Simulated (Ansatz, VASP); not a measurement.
# Two plane-wave programs on P

```
P
1.0
     3.28437    0.00000    0.00000
     0.00000   34.87475    0.00000
     0.00000    0.00000    4.61439
P
4
Cartesian
  0.0000 33.8176 2.6884
  0.0000 1.0571 1.9260
  1.6422 1.0571 0.3812
  1.6422 33.8176 4.2331
```

Change from the starting cell: strain +0.0400 x Voigt [0, 0, 1, 0, 0, 0], atoms carried along.

Alike in both runs: task single point; functional PBEsol; k mesh 8 × 1 × 6; occupations gaussian, width 0.05 eV; no spin polarisation.

|  | VASP | Ansatz |
| --- | --- | --- |
| version | VASP 6.6.1 | Ansatz 0.2.0 |
| potentials or method | VASP PAW PBE potentials, release 64 (P), cutoff 520 eV | scalar-relativistic, plane waves, PAW |
| valence electrons in the cell | 20 | 20 |

Ansatz gave:

- gap on the k mesh at the Fermi level (eV): 0.99
- least direct gap on the mesh (eV): 0.99
- rms of the force components (eV/Å): 0.325

**Question.** Estimate VASP's values.

**Answer.** gap on the k mesh at the Fermi level (eV): 1.01; least direct gap on the mesh (eV): 1.01; rms of the force components (eV/Å): 0.333.

VASP's potentials were made for PBE, not for PBEsol. Atom by atom the forces differ by 0.012 eV/Å (rms over components). The functional is the same, so the differences come from potentials, cutoffs and numerics.
